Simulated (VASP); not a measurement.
Here is a VASP 6.6.1 calculation.

INCAR

```
SYSTEM = Ta2Si
  ALGO = Fast
  EDIFF = 1E-6
  ENCUT = 520
  GGA = PS
  ISIF = 2
  ISMEAR = 0
  LASPH = .True.
  LCHARG = .True.
  LELF = .True.
  LREAL = .False.
  LVHAR = .True.
  LWAVE = .False.
  NBANDS = 35
  NELM = 60
  PREC = Accurate
  SIGMA = 0.1
```

The input KPOINTS:

```
k-points
0
Gamma
  12 12 12
  0 0 0
```

POSCAR

```
Ta2Si
1.0
   -3.0877629443      3.0877629443      2.5236412193
    3.0877629443     -3.0877629443      2.5236412193
    3.0877629443      3.0877629443     -2.5236412193
Ta Si
4 2
Direct
    0.6635932100      0.8364067900      0.5000000000
    0.8364067900      0.3364067900      0.1728135800
    0.3364067900      0.1635932100      0.5000000000
    0.1635932100      0.6635932100      0.8271864200
    0.2500000000      0.2500000000      0.0000000000
    0.7500000000      0.7500000000      0.0000000000
```

Potentials or basis: VASP PAW PBE potentials, release 64 (Ta_pv, Si).

Launch:

```console
$ cat potpaw_PBE.64/Ta_pv/POTCAR potpaw_PBE.64/Si/POTCAR > POTCAR
$ mpirun -np 1 vasp_std > vasp.out
```

Task: Estimate the largest force.

Result: 0.061 eV/Å.

Task: What does it give for the pressure?

Result: -2.9 GPa.

Task: Estimate the band gap on the k mesh.

Result: Zero (bands 26 and 27 overlap by 0.76 eV).

Forces in eV/Å, atoms in the order of the input:
```
Ta   0.043 -0.043  0.000
Ta   0.043  0.043  0.000
Ta  -0.043  0.043  0.000
Ta  -0.043 -0.043  0.000
Si   0.000  0.000  0.000
Si   0.000  0.000  0.000
```

Caveat: the PAW data sets were made with another functional, which shifts forces and pressure a little; spin-orbit coupling is left out, which moves the levels of the heavy elements.
